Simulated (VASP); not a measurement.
**Se: single point with BLYP**

Crystal: Se.

```
Se
1.0
     3.97889    0.00000    0.00000
    -1.98945    3.44582    0.00000
     0.00000    0.00000    4.04444
Se
2
Direct
  0.33333 0.66667 0.25000
  0.66667 0.33333 0.75000
```

This isn't the form of Se at room conditions, which is trigonal, of chains.

- Program: VASP 6.6.1
- Task: single point
- Functional: BLYP
- Potentials or basis: VASP PAW PBE potentials, release 64 (Se)
- Cutoff: 520 eV
- k mesh: 11 × 11 × 9
- Occupations: fermi-dirac, width 0.1 eV
- Spin: no spin polarisation

The pressure is -4.4 GPa and the band gap on the k mesh is zero (bands 6 and 7 overlap by 1.48 eV).

Stress tensor (GPa, compression positive):
```
-3.47  0.00  0.00
 0.00 -3.47  0.00
 0.00  0.00 -6.33
```

Levels at points of the mesh, in eV from the Fermi level:
```
           k point  band 3  band 4  band 5  band 6  band 7  band 8  band 9  band 10
(0.00, 0.00, 0.00)   -3.45   -1.90   -1.90    0.61    0.61    2.30    5.35     6.85
```

Run time: 29 s on 1 thread of AMD EPYC 9R45 96-Core Processor (Zen 5), with other jobs on the host, peak memory 0.16 GiB.

Caveat: the cell stands under tension; the PAW data sets were made with another functional, which shifts forces and pressure a little.
